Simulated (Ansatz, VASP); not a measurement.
## Two plane-wave programs on Sn

```
CELL_PARAMETERS angstrom
-1.89465 1.89465 1.89465
1.89465 -1.89465 1.89465
1.89465 1.89465 -1.89465
ATOMIC_POSITIONS crystal
Sn 0.00000 0.21100 0.71600
```

Alike in both runs: task single point; functional PBE; k mesh 6 × 6 × 6; occupations gaussian, width 0.1 eV; no spin polarisation.

```csv
,VASP,Ansatz
version,VASP 6.6.1,Ansatz 0.2.0
potentials or method,"VASP PAW PBE potentials, release 64 (Sn_d), cutoff 520 eV","scalar-relativistic, plane waves, PAW"
valence electrons in the cell,14,14
```

|  | VASP | Ansatz | Ansatz less VASP |
| --- | --- | --- | --- |
| gap on the k mesh at the Fermi level (eV) | none | none | - |
| pressure (GPa) | 0.7 | 0.7 | +0.05 |

A gap of «none» marks a metal or a gap that the smearing closes. Ansatz's warnings: force scf threshold loose, stress scf threshold loose.

The k mesh is coarse, so the values compare programs but aren't converged.
